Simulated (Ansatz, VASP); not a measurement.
## One calculation of ReP, two programs

```
CELL_PARAMETERS angstrom
0.00000 2.61652 2.61652
2.62967 -0.01315 2.62967
2.62967 2.62967 -0.01315
ATOMIC_POSITIONS crystal
Re 0.00000 0.00000 0.00000
P 0.25000 0.25000 0.25000
```

Change from the starting cell: strain e4 = -0.01, atoms carried along.

Alike in both runs: task single point; functional PBEsol; k mesh 12 × 12 × 12; occupations gaussian, width 0.05 eV; no spin polarisation.

```csv
,VASP,Ansatz
version,VASP 6.6.1,Ansatz 0.2.0
potentials or method,"VASP PAW PBE potentials, release 64 (Re_sv_GW, P), cutoff 560 eV","scalar-relativistic, plane waves, PAW"
valence electrons in the cell,20,20
```

```tsv
	VASP	Ansatz	Ansatz less VASP
gap on the k mesh at the Fermi level (eV)	none	none	-
pressure (GPa)	-0.6	0.0	+0.60
traceless stress, the component that is largest in VASP (GPa)	1.09	1.08	-0.006
rms of the force components (eV/Å)	0.138	0.138	0.0000
```

VASP's potentials were made for PBE, not for PBEsol. Atom by atom the forces differ by 0.000 eV/Å (rms over components). A gap of «none» marks a metal or a gap that the smearing closes.

Neither program's run includes spin-orbit coupling.
